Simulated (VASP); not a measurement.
Wanted: the native input for a VASP 6.6.1 run.

| Property | Result |
| --- | --- |
| Task | dielectric tensor |
| Functional | r2SCAN |
| Potentials or basis | VASP PAW PBE potentials, release 64 (Na_pv, Cl) |
| Cutoff | 520 eV |
| k mesh | 6 × 6 × 6 |
| Occupations | gaussian, width 0.01 eV |
| Spin | no spin polarisation |
| Dipole correction | no |
| Further INCAR settings | ALGO = Normal; EDIFF = 1e-08 |

The structure of NaCl lies in POSCAR:

```
NaCl
1.0
    0.0000000000      2.7746718371      2.8167123195
    2.7746718371      0.0000000000      2.8167123195
    2.7746718371      2.7746718371      0.0000000000
Na Cl
1 1
Direct
    0.0000000000      0.0000000000      0.0000000000
    0.5000000000      0.5000000000      0.5000000000
```

This cell differs from its parent crystal: epitaxial xy strain -1.0%.

One way to write it, as run:

INCAR

```
  PREC = Accurate
  ENCUT = 520
  EDIFF = 1E-8
  ISMEAR = 0
  SIGMA = 0.01
  LREAL = False
  LASPH = True
  NELM = 80
  ALGO = Normal
  ISIF = 2
  LWAVE = False
  LCHARG = False
  METAGGA = R2SCAN
  LMIXTAU = True
  LCALCEPS = True
```

KPOINTS

```
Automatic mesh
0
Gamma
  6 6 6
```

Potentials or basis: VASP PAW PBE potentials, release 64 (Na_pv, Cl).

Run with:

```sh
$ cat potpaw_PBE.64/Na_pv/POTCAR potpaw_PBE.64/Cl/POTCAR > POTCAR
$ mpirun -np 1 vasp_std > vasp.out
```

It gave:

| Item | Value |
| --- | --- |
| Band gap on the k mesh | 6.06 eV |
| Electronic dielectric tensor (diagonal) | 2.42, 2.42, 2.43 |
| Born charges (mean of the diagonal) | Na +1.06; Cl -1.06 e |

Caveat: the cell differs from its parent crystal (epitaxial xy strain -1.0%).

It took 18 min on 1 thread of AMD EPYC 9R45 96-Core Processor (Zen 5), with other jobs on the host, peak memory 0.34 GiB.
